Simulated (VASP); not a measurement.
Set up this calculation in VASP 6.6.1, as the native input.

- Task: relaxation of cell and atoms
- Functional: PBE
- Potentials or basis: VASP PAW PBE potentials, release 64 (Ga_d, As)
- Cutoff: 600 eV
- k mesh: 13 × 13 × 13
- Occupations: fermi-dirac, width 0.05 eV
- Spin: no spin polarisation
- Target pressure: 0.043 GPa
- Dipole correction: no
- Further INCAR settings: ALGO = Normal; EDIFF = 1e-07; IBRION = 2; EDIFFG = -0.005; NSW = 60; ISIF = 3

The structure of GaAs (rocksalt type) lies in POSCAR:

```
GaAs
1.0
    0.0000000000      2.6957908136      2.6957908136
    2.6957908136      0.0000000000      2.6957908136
    2.6957908136      2.6957908136      0.0000000000
Ga As
1 1
Direct
    0.0000000000      0.0000000000      0.0000000000
    0.5000000000      0.5000000000      0.5000000000
```

One way to write it, as run:

INCAR

```
  PREC = Accurate
  ENCUT = 600
  EDIFF = 1E-7
  ISMEAR = -1
  SIGMA = 0.05
  LREAL = F
  LASPH = T
  NELM = 60
  ALGO = Normal
  ISIF = 3
  LWAVE = F
  LCHARG = F
  GGA = PE
  IBRION = 2
  NSW = 60
  EDIFFG = -0.005
  PSTRESS = 0.42999999999999994
```

KPOINTS

```
Automatic mesh
0
Gamma
  13 13 13
```

Potentials or basis: VASP PAW PBE potentials, release 64 (Ga_d, As).

The run is started by

```console
$ cat potpaw_PBE.64/Ga_d/POTCAR potpaw_PBE.64/As/POTCAR > POTCAR
$ mpirun -np 1 vasp_std > vasp.out
```

Results of the run:

* Relaxed volume: 19.63 Å³/atom
* Relaxed cell: a = 3.815 Å, b = 3.815 Å, c = 3.815 Å, α = 60.00°, β = 60.00°, γ = 60.00°
* Space group after relaxing (to 0.05 Å): Fm-3m (No. 225)
* Energy change on relaxing (the enthalpy is what falls): -0.0 meV/atom
* Ionic steps: 3
* Pressure after relaxing: 0.0 GPa
* Band gap on the k mesh: zero (band 9 reaches 5.80 eV, above the bottom of band 10 at 2.72 eV)

Caveat: the cell is relaxed towards a set pressure, so the enthalpy falls and the energy may rise.

Run time: 85 s on 1 thread of Intel Xeon 6975P-C, with other jobs on the host, peak memory 0.22 GiB.
